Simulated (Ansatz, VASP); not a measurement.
**One calculation of Y, two programs**

POSCAR

```
Y
1.0
    3.6808463851      0.0000000000      0.0000000000
   -1.8404231926      3.1877064770      0.0000000000
    0.0000000000      0.0000000000      5.7206466204
Y
2
Direct
    0.3333333333      0.6666666667      0.2500000000
    0.6666666667      0.3333333333      0.7500000000
```

The input INCAR.step1:

```
SYSTEM = Y
PREC = Accurate ; ENCUT = 520
ISMEAR = -1 ; SIGMA = 0.1
LREAL = .FALSE. ; LASPH = .TRUE.
NELM = 80 ; NBANDS = 18
GGA = PE ; ALGO = Normal
EDIFF = 1E-4 ; LWAVE = .TRUE.
LCHARG = .FALSE.
```

Contents of INCAR.step2:

```
SYSTEM = Y
PREC = Accurate ; ENCUT = 520
EDIFF = 1E-7 ; ISMEAR = -1
SIGMA = 0.1 ; LREAL = .FALSE.
LASPH = .TRUE. ; NELM = 80
ALGO = Normal ; ISIF = 2
LWAVE = .FALSE. ; LCHARG = .TRUE.
METAGGA = R2SCAN ; LMIXTAU = .TRUE.
LELF = .TRUE. ; LVHAR = .TRUE.
NBANDS = 18 ; ISTART = 1
```

KPOINTS

```
Automatic mesh
0
G
  6 6 4
  0 0 0
```

Input for Ansatz:

```yaml
crystal:
  lattice:
    - [3.6808463851, 0.0, 0.0]
    - [-1.8404231926, 3.187706477, 0.0]
    - [0.0, 0.0, 5.7206466204]
  atoms:
    - { symbol: "Y", position: [0.3333333333, 0.6666666667, 0.25] }
    - { symbol: "Y", position: [0.6666666667, 0.3333333333, 0.75] }
hamiltonian:
  xc: r2scan
  pseudopotentials:
    kind: paw
    azcp:
      "Y": "pseudopotentials/Y.paw.azcp"
basis:
  ecutwfc: 500
  fft_grid_basis: typed
kpoints:
  mp_grid: { grid: [6, 6, 4], shift: [0, 0, 0] }
magnetization:
  spin_polarized: false
scf:
  occupations: { method: fermi_dirac, width: 0.1 }
  lower_state_search: "off"
output:
  stress: true
```

Alike in both runs: task single point; functional r2SCAN; k mesh 6 × 6 × 4; occupations fermi-dirac, width 0.1 eV; no spin polarisation.

|  | VASP | Ansatz |
| --- | --- | --- |
| version | VASP 6.6.1 | Ansatz 0.2.0 |
| potentials or method | VASP PAW PBE potentials, release 64 (Y_sv), cutoff 520 eV | plane waves (500 eV) with PAW, scalar-relativistic |
| valence electrons in the cell | 22 | 22 |

```tsv
	VASP	Ansatz	Ansatz less VASP
pressure (GPa)	0.0	-0.1	-0.03
traceless stress, the component that is largest in VASP (GPa)	-0.12	-0.13	-0.010
```

VASP's potentials were made for PBE, not for r2SCAN.
